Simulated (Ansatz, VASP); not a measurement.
Two plane-wave programs on W2I3

```
W I
1.0
     4.45049    0.00000    0.00000
    -2.22525    3.85424    0.00000
     0.00000    0.00000    7.54366
W I
2 3
Cartesian
  0.0000 2.5695 1.9539
  2.2252 1.2847 5.5898
  0.0000 0.0000 0.0000
  0.0000 2.5695 4.8120
  2.2252 1.2847 2.7316
```

Alike in both runs: functional PBE; k mesh 6 × 6 × 2; occupations gaussian, width 0.1 eV; no spin polarisation.

Ansatz relaxed the structure, and its values are those at the end. VASP's run is a single point on that final structure, the one shown.

```csv
,VASP,Ansatz
version,VASP 6.6.1,Ansatz 0.2.0
potentials or method,"VASP PAW PBE potentials, release 64 (W_sv, I), cutoff 520 eV","scalar-relativistic, plane waves, PAW"
valence electrons in the cell,49,79
```

|  | VASP | Ansatz | Ansatz less VASP |
| --- | --- | --- | --- |
| gap on the k mesh at the Fermi level (eV) | none | none | - |
| pressure (GPa) | 0.0 | 0.1 | +0.06 |

A gap of «none» marks a metal or a gap that the smearing closes. The functional is the same, so the differences come from potentials, cutoffs and numerics. VASP's potentials hold 49 valence electrons a cell and Ansatz's 79, so a difference there can come from the potentials and not from the codes.

The k mesh is coarse, so the values compare programs but aren't converged. Neither program's run includes spin-orbit coupling.
